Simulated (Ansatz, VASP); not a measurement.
# TaN in VASP and in Ansatz

```
CELL_PARAMETERS angstrom
0.00000 2.13542 2.17900
2.17900 0.00000 2.17900
2.17900 2.13542 0.00000
ATOMIC_POSITIONS crystal
Ta 0.50000 0.50000 0.50000
N 0.00000 0.00000 0.00000
```

Change from the starting cell: strain -0.0200 x Voigt [0, 1, 0, 0, 0, 0], atoms carried along.

Alike in both runs: task single point; functional r2SCAN; k mesh 18 × 18 × 18; occupations gaussian, width 0.15 eV; no spin polarisation.

|  | VASP | Ansatz |
| --- | --- | --- |
| version | VASP 6.6.1 | Ansatz 0.2.0 |
| potentials or method | VASP PAW PBE potentials, release 64 (Ta_pv, N), cutoff 520 eV | scalar-relativistic, plane waves, PAW |
| valence electrons in the cell | 16 | 18 |

Ansatz gave:

| Quantity | Value |
| --- | --- |
| gap on the k mesh at the Fermi level (eV) | none |
| pressure (GPa) | 18.5 |
| traceless stress, the component that is largest in VASP (GPa) | 10.41 |

**Question.** Estimate VASP's values.

**Answer.** gap on the k mesh at the Fermi level (eV): none; pressure (GPa): 20.8; traceless stress, the component that is largest in VASP (GPa): 10.46.

VASP's potentials were made for PBE, not for r2SCAN. A gap of «none» marks a metal or a gap that the smearing closes. The functional is the same, so the differences come from potentials, cutoffs and numerics. VASP's potentials hold 16 valence electrons a cell and Ansatz's 18, so a difference there can come from the potentials and not from the codes.

Spin-orbit coupling is off throughout.
